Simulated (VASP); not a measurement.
Here is a VASP 6.6.1 calculation.

Contents of POSCAR:

```
ZnS
1.0
    0.0000000000      2.6945131942      3.0986901733
    2.6945131942      0.0000000000      3.0986901733
    2.6945131942      2.6945131942      0.0000000000
Zn S
1 1
Direct
    0.0000000000      0.0000000000      0.0000000000
    0.7500000000      0.7500000000      0.7500000000
```

File INCAR.step1:

```
  ALGO = Normal
  EDIFF = 1E-4
  ENCUT = 520
  GGA = PE
  ISMEAR = 0
  LASPH = T
  LCHARG = F
  LREAL = F
  LWAVE = T
  NBANDS = 16
  NELM = 100
  PREC = Accurate
  SIGMA = 0.05
```

The input INCAR.step2:

```
  ALGO = Normal
  EDIFF = 1E-7
  ENCUT = 520
  ISIF = 2
  ISMEAR = 0
  ISTART = 1
  LASPH = T
  LCHARG = F
  LMIXTAU = T
  LREAL = F
  LWAVE = F
  METAGGA = R2SCAN
  NBANDS = 16
  NELM = 100
  PREC = Accurate
  SIGMA = 0.05
```

KPOINTS

```
k-points
0
Gamma
  8 8 8
```

Potentials or basis: VASP PAW PBE potentials, release 64 (Zn, S).

Command:

```bash
$ cat potpaw_PBE.64/Zn/POTCAR potpaw_PBE.64/S/POTCAR > POTCAR
$ cp INCAR.step1 INCAR
$ mpirun -np 1 vasp_std > vasp.out
$ cp INCAR.step2 INCAR
$ mpirun -np 1 vasp_std > vasp.out
```

What does it give for the pressure?

-8.3 GPa.

Predict the band gap on the k mesh.

1.79 eV, direct.

Stress tensor (GPa, compression positive):
```
 -5.76   0.00   0.00
  0.00  -5.76   0.00
  0.00   0.00 -13.48
```

Caveat: the cell differs from its parent crystal (strain +0.1500 x Voigt [0, 0, 1, 0, 0, 0]); the PAW data sets were made with another functional, which shifts forces and pressure a little.
